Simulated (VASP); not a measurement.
A run of VASP 6.6.1 is set up as follows.

Contents of POSCAR:

```
Cr
1.0
    2.4559129894      0.0000000000      0.0000000000
   -1.2279564947      2.1268830384      0.0000000000
    0.0000000000      0.0000000000      4.4731404350
Cr
2
Direct
    0.3333333333      0.6666666667      0.2500000000
    0.6666666667      0.3333333333      0.7500000000
```

File INCAR.step1:

```
ALGO = Normal ; EDIFF = 1E-4
ENCUT = 600 ; GGA = PE
ISMEAR = 0 ; LASPH = True
LCHARG = False ; LREAL = False
LWAVE = True ; NELM = 80
PREC = Accurate ; SIGMA = 0.1
```

File INCAR.step2:

```
ALGO = Normal ; EDIFF = 1E-6
EDIFFG = -0.01 ; ENCUT = 600
IBRION = 2 ; ISIF = 3
ISMEAR = 0 ; ISTART = 1
LASPH = True ; LCHARG = False
LMIXTAU = True ; LREAL = False
LWAVE = False ; METAGGA = R2SCAN
NELM = 80 ; NSW = 80
PREC = Accurate ; SIGMA = 0.1
```

Contents of KPOINTS:

```
k-points
0
Gamma
  18 18 10
```

Potentials or basis: VASP PAW PBE potentials, release 64 (Cr_pv).

Launch:

```sh
$ cat potpaw_PBE.64/Cr_pv/POTCAR > POTCAR
$ cp INCAR.step1 INCAR
$ mpirun -np 1 vasp_std > vasp.out
$ cp INCAR.step2 INCAR
$ mpirun -np 1 vasp_std > vasp.out
```

What does it give for the relaxed volume?

11.71 Å³/atom.

What does it give for the relaxed cell?

a = 2.458 Å, b = 2.458 Å, c = 4.476 Å, α = 90.00°, β = 90.00°, γ = 120.00°.

Estimate the space group after relaxing (to 0.1 Å).

P6_3/mmc (No. 194).

Final structure:
```yaml
crystal:
  lattice:
    - [2.45778, 0.00000, 0.00000]
    - [-1.22889, 2.12850, 0.00000]
    - [0.00000, 0.00000, 4.47601]
  atoms:
    - { symbol: Cr, position: [0.33333, 0.66667, 0.25000] }
    - { symbol: Cr, position: [0.66667, 0.33333, 0.75000] }
```

Caveat: the PAW data sets were made with another functional, which shifts forces and pressure a little; the run has no spin polarisation, though such a crystal can be magnetic. Spin polarisation is off, so any magnetic state and its effect on volume and gap are missing.
